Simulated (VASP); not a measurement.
# F in VASP: further runs

The runs below take F through single point, with PBE.

Everything below comes from runs of VASP 6.6.1. Logs are shortened: lines on timing, memory, paths and dates and some standing lists are left out, and cuts for length are marked.

### Step 1. The cell of the first run

The structure is monoclinic, space group C2/m (No. 12). The conventional cell has a = 5.468 Å, b = 3.593 Å, c = 7.435 Å, α = 90.00°, β = 103.17°, γ = 90.00°. Within 2.1 Å of F (site symmetry m) lie 1 F at 1.54 Å. F (site symmetry m) has 1 F at 1.51 Å within 2.0 Å.

### Step 2. Single point, PBE (strained)

Input file INCAR:

```
SYSTEM = F
PREC = Accurate ; ENCUT = 520
EDIFF = 1E-6 ; ISMEAR = 0
SIGMA = 0.02 ; LREAL = .FALSE.
LASPH = .TRUE. ; NELM = 60
ALGO = Normal ; ISIF = 2
LWAVE = .FALSE. ; LCHARG = .FALSE.
GGA = PE ; NBANDS = 22
```

Input file KPOINTS:

```
Automatic mesh
0
G
  10 10 4
  0 0 0
```

Input file POSCAR:

```
F
1.0
    2.7337200000     -1.7966692000     -0.0319000000
    2.7337200000      1.7966692000     -0.0319000000
   -1.6095090528      0.0000000000      7.2587356556
F
4
Direct
    0.0531762722      0.0531762722      0.1052359803
    0.9468237278      0.9468237278      0.8947640197
    0.4914237881      0.4914237881      0.5998673694
    0.5085762119      0.5085762119      0.4001326306
```

Potentials or basis: VASP PAW PBE potentials, release 64 (F).

On the command line:

```console
> cat potpaw_PBE.64/F/POTCAR > POTCAR
> mpirun -np 1 vasp_std > vasp.out
```

OUTCAR:

```text
SYSTEM = F
   PREC = Accurate
   ENCUT = 520
   EDIFF = 1E-6
   ISMEAR = 0
   LREAL = .FALSE.
   LASPH = .TRUE.
   NELM = 60
   ISIF = 2
   GGA = PE

 ion  position               nearest neighbor table
   1  0.053  0.053  0.105-   2 1.54
   2  0.947  0.947  0.895-   1 1.54
   3  0.491  0.491  0.600-   4 1.51
   4  0.509  0.509  0.400-   3 1.51

  LATTYP: Found a base centered monoclinic cell.
 ALAT       =     5.4678122310
 B/A-ratio  =     0.6571802849
 C/A-ratio  =     1.3597826418
 COS(beta)  =    -0.2278531609

  Lattice vectors:

 A1 = (   2.7337200000,  -1.7966692000,  -0.0319000000)
 A2 = (   2.7337200000,   1.7966692000,  -0.0319000000)
 A3 = (  -1.6095090528,   0.0000000000,   7.2587356556)

Analysis of symmetry for initial positions (statically):
=====================================================================
 Subroutine PRICEL returns:
 Original cell was already a primitive cell.

 Routine SETGRP: Setting up the symmetry group for a
 base centered monoclinic supercell.

 Subroutine GETGRP returns: Found  4 space group operations
 (whereof  4 operations were pure point group operations)
 out of a pool of  4 trial point group operations.

The static configuration has the point symmetry C_2h.

Analysis of symmetry for dynamics (positions and initial velocities):
=====================================================================
 Subroutine PRICEL returns:
 Original cell was already a primitive cell.

 Routine SETGRP: Setting up the symmetry group for a
 base centered monoclinic supercell.

 Subroutine GETGRP returns: Found  4 space group operations
 (whereof  4 operations were pure point group operations)
 out of a pool of  4 trial point group operations.

The dynamic configuration has the point symmetry C_2h.

 Subroutine INISYM returns: Found  4 space group operations
 (whereof  4 operations are pure point group operations),
 and found     1 'primitive' translations

----------------------------------------------------------------------------------------

                                     Primitive cell

  volume of cell :      71.1194

  direct lattice vectors                    reciprocal lattice vectors
[... 87 lines left out ...]
   LSORBIT =      F    spin-orbit coupling
   LASPH  =      T    aspherical Exc in radial PAW
   ENCUT  =  520.0 eV  38.22 Ry    6.18 a.u.   6.08  6.08 13.82*2*pi/ulx,y,z
   NELM   =     60;   NELMIN=  2; NELMDL= -5     # of ELM steps
   EDIFF  = 0.1E-05   stopping-criterion for ELM
   LREAL  =      F    real-space projection
   EDIFFG = 0.1E-04   stopping-criterion for IOM
   NSW    =      0    number of steps for IOM
   IBRION =     -1    ionic relax: 0-MD 1-quasi-New 2-CG
   NFREE  =      0    steps in history (QN), initial steepest desc. (CG)
   ISIF   =      2    stress and relaxation
   ISYM   =      2    0-nonsym 1-usesym 2-fastsym
   POTIM  = 0.5000    time-step for ionic-motion
   TEBEG  =    0.0;   TEEND  =   0.0 temperature during run
   PSTRESS=    0.0 pullay stress
   NELECT =      28.0000    total number of electrons
   NUPDOWN=      -1.0000    fix difference up-down
   EMIN   =  10.00;   EMAX   =-10.00  energy-range for DOS
   EFERMI =   0.00;   METHOD = LEGACY
   ISMEAR =     0;   SIGMA  =   0.02  broadening in eV -4-tet -1-fermi 0-gaus
   EFERMI_NEDOS =   21; number of points for ismear=-14 and -15
   IALGO  =     38    algorithm
   IMIX   =      4    mixing-type and parameters
     AMIX     =   0.40;   BMIX     =  1.00
     AMIX_MAG =   1.60;   BMIX_MAG =  1.00
  volume/ion in A,a.u.               =      17.78       119.98
  Fermi-wavevector in a.u.,A,eV,Ry     =   1.199863  2.267412 19.587903  1.439670
  Thomas-Fermi vector in A             =   2.335714
   LORBIT       =      0    0 simple, 1 ext, 2 COOP (PROOUT), +10 PAW based schemes
   GGA     = PE    functional components
   LHFCALC =     F    Hartree Fock is set to
   AEXX    =    0.0000 exact exchange contribution
   IVDW    =     0    specifies the selected vdW correction
   LEPSILON=     F    determine dielectric tensor
   LRPA    =     F    only Hartree local field effects (RPA)
 non-spin polarized calculation
 Gauss-broadening in eV      SIGMA  =   0.02
  energy-cutoff  :      520.00
  volume of cell :       71.12
 maximum number of plane-waves:      1942
   NGX = 13   NGY = 13   NGZ = 27

 number of electron      28.0000015 magnetization

 Free energy of the ion-electron system (eV)
  ---------------------------------------------------
  ext. energy  EPLUGINS =         0.00000000
  ---------------------------------------------------
  free energy    TOTEN  =        -7.03878933 eV

  energy without entropy =       -7.03878933  energy(sigma->0) =       -7.03878933

 E-fermi :  -5.8568     XC(G=0):  -7.2408

 val. band max:       -5.9702026985   @ k =   0.0000   0.0000   0.0000
 cond. band min:      -4.3061456489   @ k =   0.0000   0.0000   0.0000
 fundamental gap:      1.6640570496
 Fermi energy:        -5.8568353048

 k-point     1 :       0.0000    0.0000    0.0000
  band No.  band energies     occupation
      1     -29.4667      2.00000
      2     -29.0689      2.00000
      3     -24.9083      2.00000
      4     -24.6397      2.00000
      5     -11.7087      2.00000
      6     -11.0059      2.00000
[... 589 lines left out ...]
     21      10.7284      0.00000
     22      12.5667      0.00000

 [... further k-points ...]

------------------------ aborting loop because EDIFF is reached ----------------------------------------

  FORCE on cell =-STRESS in cart. coord.  units (eV):
  Direction    XX          YY          ZZ          XY          YZ          ZX
  --------------------------------------------------------------------------------------
  -------------------------------------------------------------------------------------
  Total       -0.3952287     -0.1257347     -7.2301201      0.0000000      0.0000000      0.2320924
  in kB       -8.9037126     -2.8325504   -162.8801377      0.0000000      0.0000000      5.2285784
  external PRESSURE =     -58.2054669 kB  Pullay stress =       0.0000000 kB

 VOLUME and BASIS-vectors are now :
 -----------------------------------------------------------------------------
  energy-cutoff  :      520.00
  volume of cell :       71.12
      direct lattice vectors                 reciprocal lattice vectors
     2.733720000 -1.796669200 -0.031900000     0.183375427 -0.278292743  0.040660581
     2.733720000  1.796669200 -0.031900000     0.183375427  0.278292743  0.040660581
    -1.609509053  0.000000000  7.258735656     0.001611762  0.000000000  0.138122421

 POSITION                                       TOTAL-FORCE (eV/Angst)
 -----------------------------------------------------------------------------------
      0.12136      0.00000      0.76049        -0.405926      0.000000     -2.631751
      3.73657      0.00000      6.43445         0.405926      0.000000      2.631751
      1.72134      0.00000      4.32293         0.619935      0.000000     -2.046529
      2.13659      0.00000      2.87201        -0.619935      0.000000      2.046529
 -----------------------------------------------------------------------------------
    total drift:                               -0.000000     -0.000000      0.000000

  FREE ENERGIE OF THE ION-ELECTRON SYSTEM (eV)
  ---------------------------------------------------
  free  energy   TOTEN  =        -7.0387893285 eV

  energy  without entropy=       -7.0387893285  energy(sigma->0) =       -7.03878933
```

OSZICAR:

```text
N       E                     dE             d eps       ncg     rms          rms(c)
DAV:   1     0.174139612872E+03    0.17414E+03   -0.15528E+04  5172   0.117E+03
DAV:   2     0.103283172058E+00   -0.17404E+03   -0.16862E+03  6942   0.283E+02
DAV:   3    -0.852068568966E+01   -0.86240E+01   -0.85792E+01  6018   0.610E+01
DAV:   4    -0.857573743378E+01   -0.55052E-01   -0.55049E-01  5484   0.557E+00
DAV:   5    -0.857604388161E+01   -0.30645E-03   -0.30645E-03  6024   0.403E-01    0.111E+01
DAV:   6    -0.741945281113E+01    0.11566E+01   -0.34178E-01  5202   0.570E+00    0.628E+00
DAV:   7    -0.703950908984E+01    0.37994E+00   -0.49978E-01  5172   0.640E+00    0.546E-01
DAV:   8    -0.703853547460E+01    0.97362E-03   -0.55712E-02  5700   0.166E+00    0.926E-02
DAV:   9    -0.703870559442E+01   -0.17012E-03   -0.58580E-04  5514   0.187E-01    0.560E-02
DAV:  10    -0.703879187145E+01   -0.86277E-04   -0.98388E-05  5502   0.860E-02    0.149E-02
DAV:  11    -0.703878976774E+01    0.21037E-05   -0.12544E-05  5820   0.427E-02    0.393E-03
DAV:  12    -0.703878932846E+01    0.43928E-06   -0.32497E-06  5626   0.198E-02
   1 F= -.70387893E+01 E0= -.70387893E+01  d E =-.408810E-18
```

It took 70 s on 1 thread of AMD EPYC 9R45 (Zen 5), shared host; peak memory 0.22 GiB.

What came out:

```
Free energy            : -7.0388 eV
Pressure               : -5.8 GPa
Largest force          : 2.663 eV/Å
Band gap on the k mesh : 1.66 eV
```

Forces in eV/Å, atoms in the order of the input:
```
F   -0.406  0.000 -2.632
F    0.406  0.000  2.632
F    0.620  0.000 -2.047
F   -0.620  0.000  2.047
```

Levels at points of the mesh, in eV from the valence-band top:
```tsv
k point	band 10	band 11	band 12	band 13	band 14	band 15	band 16	band 17	band 18	band 19
(0.00, 0.00, 0.00)	-2.29	-0.25	-0.17	-0.03	0.00	1.66	2.55	9.22	11.43	12.37
(0.50, 0.00, 0.00)	-2.41	-0.50	-0.47	-0.17	-0.12	2.08	2.35	13.40	13.50	15.23
(0.50, 0.50, 0.00)	-2.55	-0.63	-0.44	-0.22	-0.04	1.96	2.42	14.09	14.28	14.30
(0.00, 0.00, 0.50)	-2.30	-0.15	-0.13	-0.11	-0.06	1.97	2.25	9.98	9.98	14.77
(0.50, 0.00, 0.50)	-2.37	-0.54	-0.36	-0.25	-0.01	2.02	2.35	13.47	14.12	14.30
(0.50, 0.50, 0.50)	-2.64	-0.47	-0.42	-0.24	-0.21	2.07	2.34	13.87	14.05	15.42
```

Caveat: the cell differs from its parent crystal (strained); the cell stands under tension; forces of over 1 eV/Å act on the atoms, so gaps and moduli don't describe the material at rest. A k mesh can miss the band edges.

### Step 3. Single point, PBE (strained and its atoms moved)

Input file INCAR:

```
SYSTEM = F
  PREC = Accurate
  ENCUT = 520
  EDIFF = 1E-6
  ISMEAR = 0
  SIGMA = 0.02
  LREAL = .False.
  LASPH = .True.
  NELM = 60
  ALGO = Normal
  ISIF = 2
  LWAVE = .False.
  LCHARG = .False.
  GGA = PE
  NBANDS = 22
```

Input file KPOINTS:

```
regular mesh
0
Gamma
  10 10 4
  0 0 0
```

Input file POSCAR:

```
F
1.0
    2.8294779000     -1.6777906000     -0.0105099000
    2.8069771000      1.6400606000     -0.0067051000
   -1.5964040707      0.0187962518      7.1823574729
F
4
Direct
    0.0548187986      0.0325381732      0.1020168773
    0.9451812014      0.9674618268      0.8979831227
    0.5061840955      0.4662271526      0.5905536259
    0.4938159045      0.5337728474      0.4094463741
```

Potentials or basis: VASP PAW PBE potentials, release 64 (F).

On the command line:

```console
> cat potpaw_PBE.64/F/POTCAR > POTCAR
> mpirun -np 1 vasp_std > vasp.out
```

Run time: 2.2 min. Hardware: 1 thread of AMD EPYC 9R45 (Zen 5), shared host; peak memory 0.28 GiB.

Results (log left out):

- Free energy: -7.2173 eV
- Pressure: 0.3 GPa
- Largest force: 1.784 eV/Å
- Band gap on the k mesh: 2.20 eV

Forces in eV/Å, atoms in the order of the input:
```
F   -0.148  0.097 -1.399
F    0.148 -0.097  1.399
F   -0.535 -0.134  1.697
F    0.535  0.134 -1.697
```

Stress tensor (GPa, compression positive):
```
 0.57  0.26 -2.31
 0.26  0.14 -0.25
-2.31 -0.25  0.31
```

Levels at points of the mesh, in eV from the valence-band top:
| k point | band 11 | band 12 | band 13 | band 14 | band 15 | band 16 | band 17 | band 18 |
| --- | --- | --- | --- | --- | --- | --- | --- | --- |
| (0.00, 0.00, 0.00) | -0.30 | -0.22 | -0.15 | 0.00 | 2.20 | 3.90 | 8.95 | 11.13 |
| (0.50, 0.00, 0.00) | -0.68 | -0.45 | -0.30 | -0.21 | 2.51 | 3.85 | 13.31 | 13.49 |
| (0.00, 0.50, 0.00) | -0.70 | -0.43 | -0.32 | -0.15 | 2.52 | 3.84 | 13.43 | 13.52 |
| (0.50, 0.50, 0.00) | -0.77 | -0.42 | -0.23 | -0.03 | 2.40 | 3.89 | 13.48 | 13.80 |
| (0.00, 0.00, 0.50) | -0.23 | -0.21 | -0.17 | -0.06 | 2.38 | 3.70 | 9.71 | 9.76 |
| (0.50, 0.00, 0.50) | -0.72 | -0.38 | -0.32 | -0.14 | 2.46 | 3.85 | 13.48 | 13.96 |
| (0.00, 0.50, 0.50) | -0.67 | -0.44 | -0.30 | -0.08 | 2.48 | 3.82 | 13.75 | 13.96 |
| (0.50, 0.50, 0.50) | -0.66 | -0.35 | -0.33 | -0.11 | 2.49 | 3.82 | 13.39 | 13.65 |

Caveat: the cell differs from its parent crystal (strained and its atoms moved); forces of over 1 eV/Å act on the atoms, so gaps and moduli don't describe the material at rest.

### Step 4. Single point, PBE (strained and its atoms moved)

Input file INCAR:

```
SYSTEM = F
PREC     = Accurate       ! precision mode
ENCUT    = 520            ! plane-wave cutoff, eV
EDIFF    = 1E-6           ! SCF threshold, eV
ISMEAR   = 0              ! smearing method
SIGMA    = 0.02           ! smearing width, eV
LREAL    = .False.        ! projectors in reciprocal space
LASPH    = .True.         ! aspherical terms in the spheres
NELM     = 100            ! most SCF steps
ALGO     = Normal         ! electronic algorithm
ISIF     = 2              ! what is computed and relaxed
LWAVE    = .False.        ! write WAVECAR
LCHARG   = .False.        ! write CHGCAR
GGA      = PE             ! functional
NBANDS   = 22             ! bands
```

Input file KPOINTS:

```
Automatic mesh
0
Gamma
  10 10 4
  0 0 0
```

Input file POSCAR:

```
F
1.0
    2.9082567000     -1.7213159000     -0.0287239000
    2.8901183000      1.6909009000     -0.0098311000
   -1.6692498827      0.0495054505      7.4026297937
F
4
Direct
    0.0525987525      0.0521536305      0.0990915745
    0.9545993309      0.9449103065      0.9038775183
    0.5092394328      0.4950930913      0.5985575883
    0.4835624838      0.5078429716      0.3984733189
```

On the command line:

```console
> cat potpaw_PBE.64/F/POTCAR > POTCAR
> mpirun -np 1 vasp_std > vasp.out
```

Run time: 4.3 min. Hardware: 1 thread of Intel Xeon 8259CL, shared host; peak memory 0.34 GiB.

Results (log left out):

* Free energy: -7.1871 eV
* Pressure: -4.0 GPa
* Largest force: 2.177 eV/Å
* Band gap on the k mesh: 1.94 eV

Forces in eV/Å, atoms in the order of the input:
```
F   -0.213 -0.015 -1.169
F    0.214  0.015  1.165
F    0.437  0.080 -2.127
F   -0.437 -0.080  2.131
```

Stress tensor (GPa, compression positive):
```
 -0.64  -0.05   0.69
 -0.05  -0.27   0.22
  0.69   0.22 -11.22
```

Levels at points of the mesh, in eV from the valence-band top:
| k point | band 11 | band 12 | band 13 | band 14 | band 15 | band 16 | band 17 | band 18 |
| --- | --- | --- | --- | --- | --- | --- | --- | --- |
| (0.00, 0.00, 0.00) | -0.20 | -0.17 | -0.06 | 0.00 | 1.94 | 2.93 | 9.00 | 11.14 |
| (0.50, 0.00, 0.00) | -0.50 | -0.45 | -0.21 | -0.14 | 2.30 | 2.79 | 13.29 | 13.30 |
| (0.00, 0.50, 0.00) | -0.50 | -0.45 | -0.21 | -0.14 | 2.30 | 2.79 | 13.33 | 13.37 |
| (0.50, 0.50, 0.00) | -0.57 | -0.32 | -0.28 | -0.02 | 2.21 | 2.83 | 13.43 | 13.88 |
| (0.00, 0.00, 0.50) | -0.15 | -0.12 | -0.08 | -0.07 | 2.19 | 2.67 | 9.69 | 9.78 |
| (0.50, 0.00, 0.50) | -0.56 | -0.33 | -0.30 | -0.04 | 2.24 | 2.80 | 13.33 | 13.87 |
| (0.00, 0.50, 0.50) | -0.54 | -0.35 | -0.30 | -0.04 | 2.26 | 2.78 | 13.50 | 13.83 |
| (0.50, 0.50, 0.50) | -0.48 | -0.42 | -0.19 | -0.14 | 2.29 | 2.78 | 13.34 | 13.51 |

Caveat: the cell differs from its parent crystal (strained and its atoms moved); the cell stands under tension; forces of over 1 eV/Å act on the atoms, so gaps and moduli don't describe the material at rest. A k mesh can miss the band edges.

### Step 5. Overview

```tsv
cell	gap on the mesh (eV)	pressure (GPa)	largest force (eV/Å)
a = 3.271, b = 3.271, c = 7.435 Å, angles 101.0, 101.0, 66.6°, 4 atoms, atomic positions A	1.66	-5.8	2.66
a = 3.290, b = 3.251, c = 7.358 Å, angles 100.8, 101.0, 61.0°, 4 atoms, atomic positions B	2.20	0.3	1.78
a = 3.380, b = 3.348, c = 7.589 Å, angles 100.9, 101.6, 61.0°, 4 atoms, atomic positions C	1.94	-4.0	2.18
```

Alike in all rows: task single point; level PBE; potentials or basis VASP PAW PBE potentials, release 64 (F); no spin polarisation; k mesh 10 × 10 × 4; cutoff (eV) 520; smearing gaussian 0.02 eV.

Caveats: forces of over 1 eV/Å act on the atoms, so gaps and moduli don't describe the material at rest; the cell stands under tension (at least some runs).

Absolute energies hang on the potentials; compare differences alone.
